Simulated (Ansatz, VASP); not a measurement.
# Sn in VASP and in Ansatz

The input INCAR:

```
SYSTEM = Sn
PREC     = Accurate       ! precision mode
ENCUT    = 520            ! plane-wave cutoff, eV
EDIFF    = 1E-6           ! SCF threshold, eV
ISMEAR   = 0              ! smearing method
SIGMA    = 0.1            ! smearing width, eV
LREAL    = .False.        ! projectors in reciprocal space
LASPH    = .True.         ! aspherical terms in the spheres
NELM     = 60             ! most SCF steps
ALGO     = Fast           ! electronic algorithm
ISIF     = 2              ! what is computed and relaxed
LWAVE    = .False.        ! write WAVECAR
LCHARG   = .False.        ! write CHGCAR
GGA      = PE             ! functional
NBANDS   = 36             ! bands
```

The input KPOINTS:

```
regular mesh
0
Gamma
  12 12 8
  0 0 0
```

The input POSCAR:

```
Sn
1.0
    3.2958148325      3.2958148325      0.0000000000
   -3.2958148325      3.2958148325      0.0000000000
    0.0000000000      0.0000000000      6.5916296650
Sn
4
Direct
    0.0000000000      0.0000000000      0.5000000000
    0.0000000000      0.5000000000      0.2500000000
    0.5000000000      0.5000000000      0.0000000000
    0.5000000000      0.0000000000      0.7500000000
```

Input for Ansatz:

```yaml
crystal:
  lattice:
    - [3.2958148325, 3.2958148325, 0.0]
    - [-3.2958148325, 3.2958148325, 0.0]
    - [0.0, 0.0, 6.591629665]
  atoms:
    - { symbol: Sn, position: [0.0, 0.0, 0.5] }
    - { symbol: Sn, position: [0.0, 0.5, 0.25] }
    - { symbol: Sn, position: [0.5, 0.5, 0.0] }
    - { symbol: Sn, position: [0.5, 0.0, 0.75] }
basis:
  ecutwfc: 420
kpoints:
  mp_grid: { grid: [12, 12, 8] }
hamiltonian:
  xc: pbe
scf:
  occupations: { method: gaussian, width: 0.1 }
output:
  forces: true
  stress: true
  eigenvalues: true
```

Change from the starting cell: equal strain along all axes, cell held, atoms relaxed: -1.0 %.

Alike in both runs: task single point; functional PBE; k mesh 12 × 12 × 8; occupations gaussian, width 0.1 eV; no spin polarisation.

|  | VASP | Ansatz |
| --- | --- | --- |
| version | VASP 6.6.1 | Ansatz 0.2.0 |
| potentials or method | VASP PAW PBE potentials, release 64 (Sn_d), cutoff 520 eV | scalar-relativistic, plane waves, PAW |
| valence electrons in the cell | 56 | 56 |

|  | VASP | Ansatz | Ansatz less VASP |
| --- | --- | --- | --- |
| gap on the k mesh at the Fermi level (eV) | none | none | - |
| pressure (GPa) | 1.1 | 1.1 | +0.04 |

A gap of «none» marks a metal or a gap that the smearing closes.
